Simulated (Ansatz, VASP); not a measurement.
InO in VASP and in Ansatz

The input INCAR:

```
SYSTEM = InO
ALGO = Normal
EDIFF = 1E-6
ENCUT = 520
GGA = PE
ISIF = 2
ISMEAR = 0
LASPH = .TRUE.
LCHARG = .FALSE.
LREAL = .FALSE.
LWAVE = .FALSE.
NBANDS = 27
NELM = 80
PREC = Accurate
SIGMA = 0.03
```

Contents of KPOINTS:

```
k-points
0
G
  12 12 2
  0 0 0
```

File POSCAR:

```
InO
1.0
    3.3154692493      0.0000000000      0.0000000000
   -1.6577346247      2.8712805953      0.0000000000
    0.0000000000      0.0000000000     15.8771000000
In O
2 2
Direct
    0.6666666667      0.3333333333      0.5900210000
    0.6666666667      0.3333333333      0.4099790000
    0.0000000000      0.0000000000      0.6398670000
    0.0000000000      0.0000000000      0.3601330000
```

Input for Ansatz:

```yaml
crystal:
  lattice:
    - [3.3154692493, 0.0, 0.0]
    - [-1.6577346247, 2.8712805953, 0.0]
    - [0.0, 0.0, 15.8771]
  atoms:
    - { symbol: In, position: [0.6666666667, 0.3333333333, 0.590021] }
    - { symbol: In, position: [0.6666666667, 0.3333333333, 0.409979] }
    - { symbol: O, position: [0.0, 0.0, 0.639867] }
    - { symbol: O, position: [0.0, 0.0, 0.360133] }
basis:
  ecutwfc: 420
kpoints:
  mp_grid: { grid: [12, 12, 2] }
hamiltonian:
  xc: pbe
scf:
  occupations: { method: gaussian, width: 0.03 }
output:
  forces: true
  stress: true
  eigenvalues: true
  write_density: true
  write_potential: true
  elf: true
  volumetric_format: npy
```

Change from the starting cell: strain -0.040 along x and y, +0.000 along z, atoms carried along.

Alike in both runs: task single point; functional PBE; k mesh 12 × 12 × 2; occupations gaussian, width 0.03 eV; no spin polarisation.

|  | VASP | Ansatz |
| --- | --- | --- |
| version | VASP 6.6.1 | Ansatz 0.2.0 |
| potentials or method | VASP PAW PBE potentials, release 64 (In_d, O), cutoff 520 eV | scalar-relativistic, plane waves, PAW |
| valence electrons in the cell | 38 | 38 |

Ansatz gave:

| Property | Result |
| --- | --- |
| gap on the k mesh at the Fermi level (eV) | 0.32 |
| least direct gap on the mesh (eV) | 1.43 |
| rms of the force components (eV/Å) | 0.480 |

Q: Which values does VASP return?

A: gap on the k mesh at the Fermi level (eV): 0.31; least direct gap on the mesh (eV): 1.42; rms of the force components (eV/Å): 0.504.

Atom by atom the forces differ by 0.024 eV/Å (rms over components). The functional is the same, so the differences come from potentials, cutoffs and numerics. Ansatz's warnings: xc potential rough in thin density.
